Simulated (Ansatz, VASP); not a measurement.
# Two plane-wave programs on B3As2

```
B As
1.0
     1.56021    0.90079    6.80353
    -1.56021    0.90079    6.80353
     0.00000   -1.80158    6.80353
B As
3 2
Direct
  0.00000 0.00000 0.00000
  0.16929 0.16929 0.16929
  0.83071 0.83071 0.83071
  0.39715 0.39715 0.39715
  0.60285 0.60285 0.60285
```

Alike in both runs: functional PBE; k mesh 6 × 6 × 6; occupations gaussian, width 0.1 eV; no spin polarisation.

Ansatz relaxed the structure, and its values are those at the end. VASP's run is a single point on that final structure, the one shown.

|  | VASP | Ansatz |
| --- | --- | --- |
| version | VASP 6.6.1 | Ansatz 0.2.0 |
| potentials or method | VASP PAW PBE potentials, release 64 (B, As), cutoff 520 eV | scalar-relativistic, plane waves, PAW |
| valence electrons in the cell | 19 | 39 |

|  | VASP | Ansatz | Ansatz less VASP |
| --- | --- | --- | --- |
| gap on the k mesh at the Fermi level (eV) | none | none | - |
| pressure (GPa) | 0.2 | 0.0 | -0.24 |
| rms of the force components (eV/Å) | 0.011 | 0.006 | -0.0054 |

A gap of «none» marks a metal or a gap that the smearing closes. VASP's potentials hold 19 valence electrons a cell and Ansatz's 39, so a difference there can come from the potentials and not from the codes.

The k mesh is coarse, so the values compare programs but aren't converged.
